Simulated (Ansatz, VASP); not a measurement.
# La2O3 in VASP and in Ansatz

File INCAR:

```
PREC = Accurate
ENCUT = 600
EDIFF = 1E-6
ISMEAR = 0
SIGMA = 0.1
LREAL = False
LASPH = True
NELM = 80
ALGO = Normal
ISIF = 3
LWAVE = False
LCHARG = False
GGA = PE
IBRION = 2
NSW = 100
EDIFFG = -0.01
```

The input KPOINTS:

```
Automatic mesh
0
Gamma
  8 8 6
```

The input POSCAR:

```
La2O3
1.0
    4.5129254842      0.0000000000      0.0000000000
    0.0000000000      4.5129254842      0.0000000000
    0.0000000000      0.0000000000      5.9215252901
La O
2 3
Direct
    0.0000000000      0.5000000000      0.0000000000
    0.5000000000      0.0000000000      0.0000000000
    0.5000000000      0.5000000000      0.1889346979
    0.5000000000      0.5000000000      0.8110653021
    0.5000000000      0.5000000000      0.5000000000
```

Input for Ansatz:

```yaml
crystal:
  lattice:
    - [4.5129254842, 0.0, 0.0]
    - [0.0, 4.5129254842, 0.0]
    - [0.0, 0.0, 5.9215252901]
  atoms:
    - { symbol: La, position: [0.0, 0.5, 0.0] }
    - { symbol: La, position: [0.5, 0.0, 0.0] }
    - { symbol: O, position: [0.5, 0.5, 0.1889346979] }
    - { symbol: O, position: [0.5, 0.5, 0.8110653021] }
    - { symbol: O, position: [0.5, 0.5, 0.5] }
basis:
  ecutwfc: 420
kpoints:
  mp_grid: { grid: [8, 8, 6] }
hamiltonian:
  xc: pbe
scf:
  occupations: { method: gaussian, width: 0.1 }
output:
  forces: true
  stress: true
  eigenvalues: true
  write_density: true
  write_potential: true
  elf: true
  volumetric_format: npy
relax:
  adjacent_minimum: "off"
  f_tol: 0.01
  max_steps: 80
  cell: { stress_tol: 0.05 }
```

Alike in both runs: task relaxation of cell and atoms; functional PBE; k mesh 8 × 8 × 6; occupations gaussian, width 0.1 eV; no spin polarisation.

|  | VASP | Ansatz |
| --- | --- | --- |
| version | VASP 6.6.1 | Ansatz 0.2.0 |
| potentials or method | VASP PAW PBE potentials, release 64 (La, O), cutoff 600 eV | scalar-relativistic, plane waves, PAW |
| valence electrons in the cell | 40 | 40 |

VASP gave:

* gap on the k mesh at the Fermi level, each at its own relaxed structure (eV): none
* relaxed volume (Å³/atom): 24.36
* relaxed cell length with the largest relative difference (Å): 4.537

Question: Which values does Ansatz return?

Answer: gap on the k mesh at the Fermi level, each at its own relaxed structure (eV): none; relaxed volume (Å³/atom): 24.42; relaxed cell length with the largest relative difference (Å): 4.541.

A gap of «none» marks a metal or a gap that the smearing closes.

Neither program's run includes spin-orbit coupling.
